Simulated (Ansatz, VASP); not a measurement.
## CuO in VASP and in Ansatz

The input INCAR:

```
  ALGO = Normal
  EDIFF = 1E-6
  ENCUT = 520
  GGA = PE
  ISIF = 2
  ISMEAR = -1
  LASPH = T
  LCHARG = F
  LDAU = T
  LDAUJ = 0 0
  LDAUL = 2 -1
  LDAUPRINT = 1
  LDAUTYPE = 2
  LDAUU = 5 0
  LMAXMIX = 4
  LREAL = F
  LWAVE = F
  NBANDS = 25
  NELM = 150
  PREC = Accurate
  SIGMA = 0.05
```

File KPOINTS:

```
k-points
0
Gamma
  8 8 6
```

POSCAR

```
CuO
1.0
    3.4220509700      0.0000000000      0.0000000000
    0.0000000000      3.4220509700      0.0000000000
    0.0000000000      0.0000000000      4.2604614800
Cu O
2 2
Direct
    0.0000000000      0.5000000000      0.0000000000
    0.5000000000      0.0000000000      0.5000000000
    0.0000000000      0.0000000000      0.2500000000
    0.0000000000      0.0000000000      0.7500000000
```

input.yaml

```yaml
crystal:
  lattice:
    - [3.42205097, 0.0, 0.0]
    - [0.0, 3.42205097, 0.0]
    - [0.0, 0.0, 4.26046148]
  atoms:
    - { symbol: Cu, position: [0.0, 0.5, 0.0] }
    - { symbol: Cu, position: [0.5, 0.0, 0.5] }
    - { symbol: O, position: [0.0, 0.0, 0.25] }
    - { symbol: O, position: [0.0, 0.0, 0.75] }
hamiltonian:
  xc: pbe
  pseudopotentials: { kind: paw }
  hubbard: { sites: [{ species: Cu, l: d, u_eff: 5.0 }] }
kpoints:
  mp_grid: { grid: [8, 8, 6] }
  band_path:
    path:
      - [[0.0, 0.0, 0.0], [0.0, 0.5, 0.0], [0.5, 0.5, 0.0], [0.0, 0.0, 0.0], [0.0, 0.0, 0.5], [0.0, 0.5, 0.5], [0.5, 0.5, 0.5], [0.0, 0.0, 0.5]]
      - [[0.0, 0.5, 0.0], [0.0, 0.5, 0.5]]
      - [[0.5, 0.5, 0.0], [0.5, 0.5, 0.5]]
    npoints: 14
scf:
  occupations: { method: fermi_dirac, width: 0.05 }
  n_extra_bands: 10
output:
  forces: true
  stress: true
  eigenvalues: true
  fatbands: false
  write_density: true
  write_potential: true
  elf: true
  volumetric_format: npy
```

Alike in both runs: functional PBE; k mesh 8 × 8 × 6; occupations fermi-dirac, width 0.05 eV; no spin polarisation; Hubbard terms Cu d U = 5.0 eV.

```csv
,VASP,Ansatz
version,VASP 6.6.1,Ansatz 0.2.0
potentials or method,"VASP PAW PBE potentials, release 64 (Cu, O)",Ansatz PAW
plane-wave cutoff (eV),520,420
valence electrons in the cell,34,50
task,single point,band structure
```

```tsv
	VASP	Ansatz	Ansatz less VASP
gap on the k mesh at the Fermi level (eV)	none	none	-
pressure (GPa)	-3.3	0.1	+3.40
traceless stress, the component that is largest in VASP (GPa)	20.86	18.99	-1.879
```

The programs project onto different local orbitals, so the same U acts differently, and such runs can settle in different states. A gap of «none» marks a metal or a gap that the smearing closes. VASP's potentials hold 34 valence electrons a cell and Ansatz's 50, so a difference there can come from the potentials and not from the codes.
